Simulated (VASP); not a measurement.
# SiC2 (P-3m1) in VASP: further runs

Runs on SiC2. Level: PBE. Tasks: single point, relaxation of cell and atoms.

Everything below comes from runs of VASP 6.6.1. Logs are shortened: lines on timing, memory, paths and dates and some standing lists are left out, and cuts for length are marked.

### 1 The cell of the first run

It takes space group P-3m1 (No. 164, trigonal). Conventional cell: a = 3.376 Å, b = 3.376 Å, c = 8.270 Å, α = 90.00°, β = 90.00°, γ = 120.00°. Si (site symmetry 3m) has 4 C at 2.07 Å within 2.7 Å. Within 2.7 Å of C (site symmetry 3m) lie 3 Si at 2.07 Å and 1 C at 2.07 Å. Within 2.7 Å of C (site symmetry 3m) lie 3 C at 2.07 Å and 1 Si at 2.07 Å.

### 2 Single point, PBE

The input, INCAR:

```
PREC = Accurate
ENCUT = 520
EDIFF = 1E-7
ISMEAR = 0
SIGMA = 0.1
LREAL = F
LASPH = T
NELM = 100
ALGO = Normal
ISIF = 2
LWAVE = F
LCHARG = T
GGA = PE
LELF = T
LVHAR = T
NBANDS = 21
```

The input, KPOINTS:

```
Automatic mesh
0
Gamma
  6 6 2
```

The input, POSCAR:

```
SiC2
1.0
    3.3763495400      0.0000000000      0.0000000000
   -1.6881747700      2.9240044700      0.0000000000
    0.0000000000      0.0000000000      8.2703335600
Si C
2 4
Direct
    0.3333333300      0.6666666700      0.2916666700
    0.6666666700      0.3333333300      0.7083333300
    0.0000000000      0.0000000000      0.6250000000
    0.6666666700      0.3333333300      0.9583333300
    0.0000000000      0.0000000000      0.3750000000
    0.3333333300      0.6666666700      0.0416666700
```

Potentials or basis: VASP PAW PBE potentials, release 64 (Si, C).

Launch:

```bash
$ cat potpaw_PBE.64/Si/POTCAR potpaw_PBE.64/C/POTCAR > POTCAR
$ mpirun -np 1 vasp_std > vasp.out
```

OUTCAR:

```text
PREC = Accurate
   ENCUT = 520
   EDIFF = 1E-7
   ISMEAR = 0
   LREAL = F
   LASPH = T
   NELM = 100
   ISIF = 2
   GGA = PE

 ion  position               nearest neighbor table
   1  0.333  0.667  0.292-   5 2.07   5 2.07   6 2.07   5 2.07
   2  0.667  0.333  0.708-   3 2.07   3 2.07   4 2.07   3 2.07
   3  0.000  0.000  0.625-   2 2.07   2 2.07   5 2.07   2 2.07
   4  0.667  0.333  0.958-   6 2.07   2 2.07   6 2.07   6 2.07
   5  0.000  0.000  0.375-   1 2.07   1 2.07   3 2.07   1 2.07
   6  0.333  0.667  0.042-   4 2.07   1 2.07   4 2.07   4 2.07

  LATTYP: Found a hexagonal cell.
 ALAT       =     3.3763495400
 C/A-ratio  =     2.4494897409

  Lattice vectors:

 A1 = (   3.3763495400,   0.0000000000,   0.0000000000)
 A2 = (  -1.6881747700,   2.9240044700,   0.0000000000)
 A3 = (   0.0000000000,   0.0000000000,   8.2703335600)

Analysis of symmetry for initial positions (statically):
=====================================================================
 Subroutine PRICEL returns:
 Original cell was already a primitive cell.

 Routine SETGRP: Setting up the symmetry group for a
 hexagonal supercell.

 Subroutine GETGRP returns: Found 12 space group operations
 (whereof 12 operations were pure point group operations)
 out of a pool of 24 trial point group operations.

The static configuration has the point symmetry D_3d.

Analysis of symmetry for dynamics (positions and initial velocities):
=====================================================================
 Subroutine PRICEL returns:
 Original cell was already a primitive cell.

 Routine SETGRP: Setting up the symmetry group for a
 hexagonal supercell.

 Subroutine GETGRP returns: Found 12 space group operations
 (whereof 12 operations were pure point group operations)
 out of a pool of 24 trial point group operations.

The dynamic configuration has the point symmetry D_3d.

 Subroutine INISYM returns: Found 12 space group operations
 (whereof 12 operations are pure point group operations),
 and found     1 'primitive' translations

----------------------------------------------------------------------------------------

                                     Primitive cell
[... 86 lines left out ...]
   ENCUT  =  520.0 eV  38.22 Ry    6.18 a.u.   6.28  6.28 15.38*2*pi/ulx,y,z
   NELM   =    100;   NELMIN=  2; NELMDL= -5     # of ELM steps
   EDIFF  = 0.1E-06   stopping-criterion for ELM
   LREAL  =      F    real-space projection
   EDIFFG = 0.1E-05   stopping-criterion for IOM
   NSW    =      0    number of steps for IOM
   IBRION =     -1    ionic relax: 0-MD 1-quasi-New 2-CG
   NFREE  =      0    steps in history (QN), initial steepest desc. (CG)
   ISIF   =      2    stress and relaxation
   ISYM   =      2    0-nonsym 1-usesym 2-fastsym
   POTIM  = 0.5000    time-step for ionic-motion
   TEBEG  =    0.0;   TEEND  =   0.0 temperature during run
   PSTRESS=    0.0 pullay stress
   NELECT =      24.0000    total number of electrons
   NUPDOWN=      -1.0000    fix difference up-down
   EMIN   =  10.00;   EMAX   =-10.00  energy-range for DOS
   EFERMI =   0.00;   METHOD = LEGACY
   ISMEAR =     0;   SIGMA  =   0.10  broadening in eV -4-tet -1-fermi 0-gaus
   EFERMI_NEDOS =   21; number of points for ismear=-14 and -15
   IALGO  =     38    algorithm
   IMIX   =      4    mixing-type and parameters
     AMIX     =   0.40;   BMIX     =  1.00
     AMIX_MAG =   1.60;   BMIX_MAG =  1.00
  volume/ion in A,a.u.               =      13.61        91.83
  Fermi-wavevector in a.u.,A,eV,Ry     =   1.088502  2.056970 16.120670  1.184836
  Thomas-Fermi vector in A             =   2.224685
   LORBIT       =      0    0 simple, 1 ext, 2 COOP (PROOUT), +10 PAW based schemes
   GGA     = PE    functional components
   LHFCALC =     F    Hartree Fock is set to
   AEXX    =    0.0000 exact exchange contribution
   IVDW    =     0    specifies the selected vdW correction
   LEPSILON=     F    determine dielectric tensor
   LRPA    =     F    only Hartree local field effects (RPA)
 non-spin polarized calculation
 Gauss-broadening in eV      SIGMA  =   0.10
  energy-cutoff  :      520.00
  volume of cell :       81.65
 maximum number of plane-waves:      2228
 NGX is ok and might be reduce to    28
   NGX = 13   NGY = 13   NGZ = 31

 number of electron      24.0000001 magnetization

 Free energy of the ion-electron system (eV)
  ---------------------------------------------------
  ext. energy  EPLUGINS =         0.00000000
  ---------------------------------------------------
  free energy    TOTEN  =       -40.05356662 eV

  energy without entropy =      -40.05155810  energy(sigma->0) =      -40.05256236

 E-fermi :   4.0644     XC(G=0):  -9.8879

 val. band max:        4.0118250815   @ k =   0.0000   0.0000   0.0000
 cond. band min:       4.0708655861   @ k =   0.0000   0.0000   0.0000
 fundamental gap:      0.0590405046
 Fermi energy:         4.0644172629

 k-point     1 :       0.0000    0.0000    0.0000
  band No.  band energies     occupation
      1      -9.4593      2.00000
      2      -8.0395      2.00000
      3      -7.7611      2.00000
      4      -2.6970      2.00000
      5      -0.9499      2.00000
      6       2.8860      2.00000
[... 325 lines left out ...]
     20      10.4240      0.00000
     21      11.5283      0.00000

------------------------ aborting loop because EDIFF is reached ----------------------------------------

  FORCE on cell =-STRESS in cart. coord.  units (eV):
  Direction    XX          YY          ZZ          XY          YZ          ZX
  --------------------------------------------------------------------------------------
  -------------------------------------------------------------------------------------
  Total      -20.4634521    -20.4634520    -20.8500626     -0.0000000      0.0000000      0.0000000
  in kB     -401.5512864   -401.5512854   -409.1376876     -0.0000000      0.0000000      0.0000000
  external PRESSURE =    -404.0800864 kB  Pullay stress =       0.0000000 kB

 VOLUME and BASIS-vectors are now :
 -----------------------------------------------------------------------------
  energy-cutoff  :      520.00
  volume of cell :       81.65
      direct lattice vectors                 reciprocal lattice vectors
     3.376349540  0.000000000  0.000000000     0.296177866  0.170998371  0.000000000
    -1.688174770  2.924004470  0.000000000     0.000000000  0.341996741  0.000000000
     0.000000000  0.000000000  8.270333560     0.000000000  0.000000000  0.120914107

 POSITION                                       TOTAL-FORCE (eV/Angst)
 -----------------------------------------------------------------------------------
     -0.00000      1.94934      2.41218        -0.000000     -0.000000      0.693562
      1.68817      0.97467      5.85815         0.000000      0.000000     -0.693562
      0.00000      0.00000      5.16896         0.000000      0.000000     -0.154305
      1.68817      0.97467      7.92574         0.000000     -0.000000      0.573266
      0.00000      0.00000      3.10138         0.000000      0.000000      0.154305
     -0.00000      1.94934      0.34460        -0.000000      0.000000     -0.573266
 -----------------------------------------------------------------------------------
    total drift:                               -0.000000      0.000000     -0.000000

  FREE ENERGIE OF THE ION-ELECTRON SYSTEM (eV)
  ---------------------------------------------------
  free  energy   TOTEN  =       -40.0535666158 eV

  energy  without entropy=      -40.0515581041  energy(sigma->0) =      -40.05256236
```

OSZICAR:

```text
N       E                     dE             d eps       ncg     rms          rms(c)
DAV:   1     0.514334949663E+02    0.51433E+02   -0.10628E+04   588   0.995E+02
DAV:   2    -0.363842194420E+02   -0.87818E+02   -0.83931E+02   779   0.167E+02
DAV:   3    -0.415924714723E+02   -0.52083E+01   -0.51546E+01   729   0.375E+01
DAV:   4    -0.416813936892E+02   -0.88922E-01   -0.88728E-01   856   0.547E+00
DAV:   5    -0.416825425075E+02   -0.11488E-02   -0.11486E-02   757   0.592E-01    0.857E+00
DAV:   6    -0.400769500303E+02    0.16056E+01   -0.41613E+00   775   0.103E+01    0.404E+00
DAV:   7    -0.400592896436E+02    0.17660E-01   -0.84805E-01   738   0.471E+00    0.211E+00
DAV:   8    -0.400518735093E+02    0.74161E-02   -0.79661E-02   810   0.169E+00    0.581E-01
DAV:   9    -0.400527479345E+02   -0.87443E-03   -0.14504E-02   857   0.895E-01    0.183E-01
DAV:  10    -0.400532182787E+02   -0.47034E-03   -0.25317E-03   784   0.366E-01    0.844E-02
DAV:  11    -0.400535179844E+02   -0.29971E-03   -0.65477E-04   719   0.163E-01    0.393E-02
DAV:  12    -0.400535634856E+02   -0.45501E-04   -0.83255E-05   736   0.511E-02    0.806E-03
DAV:  13    -0.400535660153E+02   -0.25297E-05   -0.69076E-06   830   0.166E-02    0.301E-03
DAV:  14    -0.400535665926E+02   -0.57730E-06   -0.14555E-06   688   0.699E-03    0.167E-03
DAV:  15    -0.400535666158E+02   -0.23143E-07   -0.64087E-08   538   0.144E-03
   1 F= -.40053567E+02 E0= -.40052562E+02  d E =-.200851E-02
```

stdout:

```text
POSCAR found type information on POSCAR SiC
 POSCAR found :  2 types and       6 ions
 scaLAPACK will be used
 LDA part: xc-table for (Slater+PW92), standard interpolation
 POSCAR, INCAR and KPOINTS ok, starting setup
 FFT: planning ... GRIDC
 FFT: planning ... GRID_SOFT
 FFT: planning ... GRID
 WAVECAR not read
 entering main loop
```

Run time: 14 s. Hardware: 1 thread of Intel Xeon 6975P-C (Granite Rapids), shared host; peak memory 0.2 GiB.

What came out:

* Free energy: -40.0536 eV
* Pressure: -40.4 GPa
* Largest force: 0.694 eV/Å
* Band gap on the k mesh: 0.06 eV, direct

Forces in eV/Å, atoms in the order of the input:
```
Si   0.000  0.000  0.694
Si   0.000  0.000 -0.694
C    0.000  0.000 -0.154
C    0.000  0.000  0.573
C    0.000  0.000  0.154
C    0.000  0.000 -0.573
```

Stress tensor (GPa, compression positive):
```
-40.16   0.00   0.00
  0.00 -40.16   0.00
  0.00   0.00 -40.91
```

Levels at points of the mesh, in eV from the valence-band top:
```
           k point  band 10  band 11  band 12  band 13  band 14  band 15
(0.00, 0.00, 0.00)    -0.21     0.00     0.00     0.06     2.96     2.99
(0.50, 0.00, 0.00)    -2.65    -1.90    -1.50     2.10     2.19     2.63
(0.00, 0.00, 0.50)    -0.78    -0.14    -0.14     0.71     2.84     3.03
(0.50, 0.00, 0.50)    -2.50    -1.33    -1.15     1.34     2.71     3.15
```

### 3 Relaxation of cell and atoms, PBE

The input, INCAR:

```
PREC = Accurate
ENCUT = 600
EDIFF = 1E-6
ISMEAR = 0
SIGMA = 0.1
LREAL = False
LASPH = True
NELM = 80
ALGO = Normal
ISIF = 3
LWAVE = False
LCHARG = False
GGA = PE
IBRION = 2
NSW = 90
EDIFFG = -0.04
```

The input, KPOINTS:

```
regular mesh
0
Gamma
  6 6 2
```

POSCAR is that of step 2.

Potentials or basis: VASP PAW PBE potentials, release 64 (Si, C).

Launch:

```bash
$ cat potpaw_PBE.64/Si/POTCAR potpaw_PBE.64/C/POTCAR > POTCAR
$ mpirun -np 1 vasp_std > vasp.out
```

It took 82 s on 1 thread of Intel Xeon 6975P-C (Granite Rapids), shared host; peak memory 0.23 GiB.

It converged, with:

| Property | Result |
| --- | --- |
| Free energy | -45.1231 eV |
| Relaxed volume | 9.10 Å³/atom |
| Relaxed cell | a = 2.948 Å, b = 2.948 Å, c = 7.258 Å, α = 90.00°, β = 90.00°, γ = 120.00° |
| Space group after relaxing (to 0.05 Å) | P-3m1 (No. 164) |
| Energy gained by relaxing | 844.7 meV/atom |
| Ionic steps | 11 |
| Pressure after relaxing | 0.0 GPa |
| Largest force after relaxing | 0.010 eV/Å |
| Band gap on the k mesh | 1.50 eV, indirect (least direct gap 1.93 eV) |

Forces in eV/Å, atoms in the order of the input:
```
Si   0.000  0.000  0.002
Si   0.000  0.000 -0.002
C    0.000  0.000 -0.010
C    0.000  0.000 -0.005
C    0.000  0.000  0.010
C    0.000  0.000  0.005
```

Stress tensor (GPa, compression positive):
```
 0.02  0.00  0.00
 0.00  0.02  0.00
 0.00  0.00 -0.07
```

The path:
```tsv
step	energy change (eV)	largest force (eV/Å)	pressure (GPa)	volume (Å³)
1	0.0000	0.6937	-40.48	81.65
2	-3.6200	3.9736	51.07	47.39
3	-4.7203	2.4206	0.19	55.52
4	-4.9080	2.3706	3.19	53.55
5	-5.0187	0.8782	1.22	54.26
6	-5.0268	1.0995	0.42	54.51
7	-5.0561	0.4214	0.62	54.39
8	-5.0673	0.1315	-0.08	54.66
9	-5.0684	0.0510	0.06	54.60
10	-5.0684	0.0554	-0.07	54.62
11	-5.0685	0.0101	-0.01	54.61
```

Final structure:
```
Si C
1.0
     2.94759    0.00000    0.00000
    -1.47379    2.55269    0.00000
     0.00000    0.00000    7.25770
Si C
2 4
Direct
  0.33333 0.66667 0.29609
  0.66667 0.33333 0.70391
  0.00000 0.00000 0.61046
  0.66667 0.33333 0.96528
  0.00000 0.00000 0.38954
  0.33333 0.66667 0.03472
```

Levels at points of the mesh, in eV from the valence-band top:
```
           k point  band 8  band 9  band 10  band 11  band 12  band 13  band 14  band 15  band 16
(0.00, 0.00, 0.00)   -2.60   -2.60    -0.73     0.00     0.00     1.93     3.51     3.51     3.93
(0.50, 0.00, 0.00)   -5.23   -4.57    -4.17    -4.00    -1.91     1.50     1.84     3.04     4.72
(0.00, 0.00, 0.50)   -2.53   -2.53    -2.46    -0.08    -0.08     2.04     3.64     3.64     4.16
(0.50, 0.00, 0.50)   -6.17   -5.10    -4.43    -2.77    -1.68     1.90     2.43     3.37     4.72
```

Caveat: the volume moved by over 15 % at a fixed basis, so the end points are rough.
